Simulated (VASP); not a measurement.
# AlN (vh.b) (F-43m) in VASP: further runs

Runs on AlN (vh.b). Level: PBE. Tasks: single point.

Everything below comes from runs of VASP 6.6.1. Logs are shortened: lines on timing, memory, paths and dates and some standing lists are left out, and cuts for length are marked.

**1. The cell of the first run**

Symmetry: F-43m, No. 216, cubic system. The conventional cell has a = 4.402 Å, b = 4.402 Å, c = 4.402 Å, α = 90.00°, β = 90.00°, γ = 90.00°. Within 2.5 Å of Al (site symmetry -43m) lie 4 N at 1.91 Å. Within 2.5 Å of N (site symmetry -43m) lie 4 Al at 1.91 Å.

**2. Single point, PBE**

INCAR reads:

```
PREC     = Accurate       # precision mode
ENCUT    = 600            # plane-wave cutoff, eV
EDIFF    = 1E-6           # SCF threshold, eV
ISMEAR   = 0              # smearing method
SIGMA    = 0.02           # smearing width, eV
LREAL    = F              # projectors in reciprocal space
LASPH    = T              # aspherical terms in the spheres
NELM     = 120            # most SCF steps
ALGO     = Normal         # electronic algorithm
ISIF     = 2              # what is computed and relaxed
LWAVE    = F              # write WAVECAR
LCHARG   = T              # write CHGCAR
GGA      = PE             # functional
LELF     = T              # ELF
LVHAR    = T            
NBANDS   = 11             # bands
GGA_COMPAT= F
```

KPOINTS reads:

```
Automatic mesh
0
Gamma
  10 10 10
```

POSCAR reads:

```
AlN
1.0
    0.0000000000      2.2012182832      2.2012182832
    2.2012182832      0.0000000000      2.2012182832
    2.2012182832      2.2012182832      0.0000000000
Al N
1 1
Direct
    0.0000000000      0.0000000000      0.0000000000
    0.2500000000      0.2500000000      0.2500000000
```

Potentials or basis: VASP PAW PBE potentials, release 64 (Al, N).

On the command line:

```sh
cat potpaw_PBE.64/Al/POTCAR potpaw_PBE.64/N/POTCAR > POTCAR
mpirun -np 1 vasp_std > vasp.out
```

OUTCAR:

```text
PREC = Accurate
   ENCUT = 600
   EDIFF = 1E-6
   ISMEAR = 0
   LREAL = F
   LASPH = T
   NELM = 120
   ISIF = 2
   GGA = PE

 ion  position               nearest neighbor table
   1  0.000  0.000  0.000-   2 1.91   2 1.91   2 1.91   2 1.91
   2  0.250  0.250  0.250-   1 1.91   1 1.91   1 1.91   1 1.91

  LATTYP: Found a face centered cubic cell.
 ALAT       =     4.4024365664

  Lattice vectors:

 A1 = (   0.0000000000,   2.2012182832,   2.2012182832)
 A2 = (   2.2012182832,   0.0000000000,   2.2012182832)
 A3 = (   2.2012182832,   2.2012182832,   0.0000000000)

Analysis of symmetry for initial positions (statically):
=====================================================================
 Subroutine PRICEL returns:
 Original cell was already a primitive cell.

 Routine SETGRP: Setting up the symmetry group for a
 face centered cubic supercell.

 Subroutine GETGRP returns: Found 24 space group operations
 (whereof 24 operations were pure point group operations)
 out of a pool of 48 trial point group operations.

The static configuration has the point symmetry T_d .

Analysis of symmetry for dynamics (positions and initial velocities):
=====================================================================
 Subroutine PRICEL returns:
 Original cell was already a primitive cell.

 Routine SETGRP: Setting up the symmetry group for a
 face centered cubic supercell.

 Subroutine GETGRP returns: Found 24 space group operations
 (whereof 24 operations were pure point group operations)
 out of a pool of 48 trial point group operations.

The dynamic configuration has the point symmetry T_d .

 Subroutine INISYM returns: Found 24 space group operations
 (whereof 24 operations are pure point group operations),
 and found     1 'primitive' translations

----------------------------------------------------------------------------------------

                                     Primitive cell

  volume of cell :      21.3314

  direct lattice vectors                    reciprocal lattice vectors
     0.000000000  2.201218283  2.201218283    -0.227146941  0.227146941  0.227146941
     2.201218283  0.000000000  2.201218283     0.227146941 -0.227146941  0.227146941
     2.201218283  2.201218283  0.000000000     0.227146941  0.227146941 -0.227146941

  length of vectors
     3.112992750  3.112992750  3.112992750     0.393430043  0.393430043  0.393430043

  position of ions in fractional coordinates (direct lattice)
     0.000000000  0.000000000  0.000000000
     0.250000000  0.250000000  0.250000000

  ion indices of the primitive-cell ions
   primitive index   ion index
                 1           1
[... 85 lines left out ...]
   NUPDOWN=      -1.0000    fix difference up-down
   EMIN   =  10.00;   EMAX   =-10.00  energy-range for DOS
   EFERMI =   0.00;   METHOD = LEGACY
   ISMEAR =     0;   SIGMA  =   0.02  broadening in eV -4-tet -1-fermi 0-gaus
   EFERMI_NEDOS =   21; number of points for ismear=-14 and -15
   IALGO  =     38    algorithm
   IMIX   =      4    mixing-type and parameters
     AMIX     =   0.40;   BMIX     =  1.00
     AMIX_MAG =   1.60;   BMIX_MAG =  1.00
  volume/ion in A,a.u.               =      10.67        71.98
  Fermi-wavevector in a.u.,A,eV,Ry     =   1.180588  2.230988 18.963639  1.393788
  Thomas-Fermi vector in A             =   2.316878
   LORBIT       =      0    0 simple, 1 ext, 2 COOP (PROOUT), +10 PAW based schemes
   GGA     = PE    functional components
   LHFCALC =     F    Hartree Fock is set to
   AEXX    =    0.0000 exact exchange contribution
   IVDW    =     0    specifies the selected vdW correction
   LEPSILON=     F    determine dielectric tensor
   LRPA    =     F    only Hartree local field effects (RPA)
 non-spin polarized calculation
 Gauss-broadening in eV      SIGMA  =   0.02
  energy-cutoff  :      600.00
  volume of cell :       21.33
 maximum number of plane-waves:       728
 NGX is ok and might be reduce to    28
   NGX = 13   NGY = 13   NGZ = 13

 number of electron       8.0000000 magnetization

 Free energy of the ion-electron system (eV)
  ---------------------------------------------------
  ext. energy  EPLUGINS =         0.00000000
  ---------------------------------------------------
  free energy    TOTEN  =       -14.84893606 eV

  energy without entropy =      -14.84893606  energy(sigma->0) =      -14.84893606

 E-fermi :   5.9351     XC(G=0): -10.8314

 val. band max:        5.7495852824   @ k =   0.0000   0.0000   0.0000
 cond. band min:       9.0549646627   @ k =   0.5000   0.5000   0.0000
 fundamental gap:      3.3053793804
 Fermi energy:         5.9350774323

 k-point     1 :       0.0000    0.0000    0.0000
  band No.  band energies     occupation
      1      -9.0965      2.00000
      2       5.7496      2.00000
      3       5.7496      2.00000
      4       5.7496      2.00000
      5       9.7385      0.00000
      6      18.0782      0.00000
      7      18.0782      0.00000
      8      18.0782      0.00000
      9      23.2500      0.00000
     10      23.2500      0.00000
     11      24.6064      0.00000
[... 309 lines left out ...]
 k-point    24 :       0.4000    0.3000    0.0000
  band No.  band energies     occupation
      1      -7.1532      2.00000
      2       1.6484      2.00000
      3       4.0732      2.00000
      4       4.3663      2.00000
      5      10.6127      0.00000
      6      15.1251      0.00000
      7      17.7256      0.00000
      8      20.0800      0.00000
      9      20.5718      0.00000
     10      26.7929      0.00000
     11      28.9070      0.00000

 [... further k-points ...]

------------------------ aborting loop because EDIFF is reached ----------------------------------------

  FORCE on cell =-STRESS in cart. coord.  units (eV):
  Direction    XX          YY          ZZ          XY          YZ          ZX
  --------------------------------------------------------------------------------------
  -------------------------------------------------------------------------------------
  Total       -0.0415791     -0.0415791     -0.0415791     -0.0000000     -0.0000000      0.0000000
  in kB       -3.1229557     -3.1229557     -3.1229557     -0.0000000     -0.0000000      0.0000000
  external PRESSURE =      -3.1229557 kB  Pullay stress =       0.0000000 kB

 VOLUME and BASIS-vectors are now :
 -----------------------------------------------------------------------------
  energy-cutoff  :      600.00
  volume of cell :       21.33
      direct lattice vectors                 reciprocal lattice vectors
     0.000000000  2.201218283  2.201218283    -0.227146941  0.227146941  0.227146941
     2.201218283  0.000000000  2.201218283     0.227146941 -0.227146941  0.227146941
     2.201218283  2.201218283  0.000000000     0.227146941  0.227146941 -0.227146941

 POSITION                                       TOTAL-FORCE (eV/Angst)
 -----------------------------------------------------------------------------------
      0.00000      0.00000      0.00000         0.000000      0.000000      0.000000
      1.10061      1.10061      1.10061        -0.000000     -0.000000     -0.000000
 -----------------------------------------------------------------------------------
    total drift:                                0.000000      0.000000      0.000000

  FREE ENERGIE OF THE ION-ELECTRON SYSTEM (eV)
  ---------------------------------------------------
  free  energy   TOTEN  =       -14.8489360560 eV

  energy  without entropy=      -14.8489360560  energy(sigma->0) =      -14.84893606
```

OSZICAR:

```text
N       E                     dE             d eps       ncg     rms          rms(c)
DAV:   1     0.161947745636E+02    0.16195E+02   -0.40494E+03  1034   0.687E+02
DAV:   2    -0.159529524924E+02   -0.32148E+02   -0.30764E+02  1248   0.151E+02
DAV:   3    -0.171787682312E+02   -0.12258E+01   -0.12239E+01  1294   0.292E+01
DAV:   4    -0.171857270237E+02   -0.69588E-02   -0.69582E-02  1196   0.235E+00
DAV:   5    -0.171858157413E+02   -0.88718E-04   -0.88717E-04  1256   0.262E-01    0.851E+00
DAV:   6    -0.148572085687E+02    0.23286E+01   -0.11951E+01  1277   0.180E+01    0.278E+00
DAV:   7    -0.148554564589E+02    0.17521E-02   -0.16251E-01  1160   0.317E+00    0.201E+00
DAV:   8    -0.148504405127E+02    0.50159E-02   -0.29829E-02  1124   0.173E+00    0.595E-01
DAV:   9    -0.148488897315E+02    0.15508E-02   -0.42322E-03  1273   0.415E-01    0.234E-01
DAV:  10    -0.148489272521E+02   -0.37521E-04   -0.53958E-04  1130   0.152E-01    0.194E-02
DAV:  11    -0.148489361666E+02   -0.89145E-05   -0.18054E-05  1208   0.297E-02    0.164E-02
DAV:  12    -0.148489360560E+02    0.11053E-06   -0.66627E-07   757   0.654E-03
   1 F= -.14848936E+02 E0= -.14848936E+02  d E =-.148647E-41
```

Run time: 28 s. Hardware: 1 thread of Intel Xeon 8259CL, shared host; peak memory 0.15 GiB.

What came out:

```yaml
Free_energy: -14.8489 eV
Pressure: -0.3 GPa
Band_gap_on_the_k_mesh: 3.31 eV, indirect (least direct gap 3.99 eV)
```

A k mesh can miss the band edges. A hybrid or GW would open this gap; PBE tends to underestimate it.

**3. Single point, PBE**

INCAR reads:

```
SYSTEM = AlN
PREC = Accurate
ENCUT = 600
EDIFF = 1E-6
ISMEAR = 0
SIGMA = 0.02
LREAL = .False.
LASPH = .True.
NELM = 120
ALGO = Normal
ISIF = 2
LWAVE = .False.
LCHARG = .False.
GGA = PE
NBANDS = 11
GGA_COMPAT = .False.
```

KPOINTS reads:

```
Automatic mesh
0
Gamma
  10 10 10
  0 0 0
```

POSCAR is that of step 2.

Potentials or basis: VASP PAW PBE potentials, release 64 (Al, N).

On the command line:

```sh
cat potpaw_PBE.64/Al/POTCAR potpaw_PBE.64/N/POTCAR > POTCAR
mpirun -np 1 vasp_std > vasp.out
```

Wall time 25 s (1 thread of Intel Xeon 8259CL, shared host); peak memory 0.15 GiB.

Results (log left out):

```
Free energy            : -14.8489 eV
Pressure               : -0.3 GPa
Band gap on the k mesh : 3.31 eV, indirect (least direct gap 3.99 eV)
```

Levels at points of the mesh, in eV from the valence-band top:
| k point | band 2 | band 3 | band 4 | band 5 | band 6 | band 7 |
| --- | --- | --- | --- | --- | --- | --- |
| (0.00, 0.00, 0.00) | 0.00 | 0.00 | 0.00 | 3.99 | 12.33 | 12.33 |
| (0.50, 0.00, 0.00) | -5.76 | -0.48 | -0.48 | 7.17 | 9.70 | 11.00 |
| (0.50, 0.50, 0.00) | -4.83 | -1.75 | -1.75 | 3.31 | 8.47 | 13.64 |
